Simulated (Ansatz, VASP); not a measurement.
**One calculation of Ca3Si2N, two programs**

```xyz
6
Lattice="4.8011 0.0000 0.0000 -2.4006 4.1579 0.0000 0.0000 0.0000 6.5293" Properties=species:S:1:pos:R:3 pbc="T T T"
Ca    0.0000    0.0000    3.2647
Ca    0.0000    2.7719    0.0000
Ca    0.0000    2.7719    3.2647
Si    2.4006    1.3860    2.0584
Si    2.4006    1.3860    4.4709
N     0.0000    0.0000    0.0000
```

Change from the starting cell: species swapped into the La2Al3Ge type (P-6m2, No. 187).

Alike in both runs: functional PBE; k mesh 6 × 6 × 2; occupations gaussian, width 0.1 eV; no spin polarisation.

Ansatz relaxed the structure, and its values are those at the end. VASP's run is a single point on that final structure, the one shown.

|  | VASP | Ansatz |
| --- | --- | --- |
| version | VASP 6.6.1 | Ansatz 0.2.0 |
| potentials or method | VASP PAW PBE potentials, release 64 (Ca_sv, Si, N), cutoff 520 eV | scalar-relativistic, plane waves, PAW |
| valence electrons in the cell | 43 | 43 |

VASP gave:

| Item | Value |
| --- | --- |
| gap on the k mesh at the Fermi level (eV) | none |
| pressure (GPa) | 0.2 |

Q: Estimate Ansatz's values.

A: gap on the k mesh at the Fermi level (eV): none; pressure (GPa): 0.0.

A gap of «none» marks a metal or a gap that the smearing closes.

The k mesh is coarse, so the values compare programs but aren't converged.
